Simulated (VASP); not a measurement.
TiHg2:

```
Ti Hg
1.0
     0.00000    3.16335    3.16335
     3.16335    0.00000    3.16335
     3.16335    3.16335    0.00000
Ti Hg
1 2
Direct
  0.00000 0.00000 0.00000
  0.25000 0.25000 0.25000
  0.75000 0.75000 0.75000
```

- Program: VASP 6.6.1
- Task: relaxation of cell and atoms
- Functional: r2SCAN
- Potentials or basis: VASP PAW PBE potentials, release 64 (Ti_sv, Hg)
- Cutoff: 600 eV
- k mesh: 6 × 6 × 6
- Occupations: gaussian, width 0.1 eV
- Spin: no spin polarisation

At the start: pressure 6.2 GPa; volume 21.10 Å³/atom.

Question: Where does the relaxation end?

Answer: Over 3 steps the energy falls by 25.9 meV/atom and the volume is 22.55 Å³/atom (+6.8 %); space group Fm-3m (No. 225, to 0.05 Å).

The path:
| step | energy change (eV) | largest force (eV/Å) | pressure (GPa) | volume (Å³) |
| --- | --- | --- | --- | --- |
| 1 | 0.0000 | 0.0000 | 6.19 | 63.31 |
| 2 | -0.0387 | 0.0000 | -3.42 | 71.08 |
| 3 | -0.0777 | 0.0000 | -0.06 | 67.64 |

Final structure:
```cif
data_structure
_symmetry_space_group_name_H-M 'P 1'
_symmetry_Int_Tables_number 1
_cell_length_a 4.5734
_cell_length_b 4.5734
_cell_length_c 4.5734
_cell_angle_alpha 60.000
_cell_angle_beta 60.000
_cell_angle_gamma 60.000
_cell_volume 67.64
loop_
_atom_site_label
_atom_site_type_symbol
_atom_site_fract_x
_atom_site_fract_y
_atom_site_fract_z
_atom_site_occupancy
Ti1 Ti 0.00000 0.00000 0.00000 1
Hg1 Hg 0.25000 0.25000 0.25000 1
Hg2 Hg 0.75000 0.75000 0.75000 1
```

Caveat: the PAW data sets were made with another functional, which shifts forces and pressure a little.
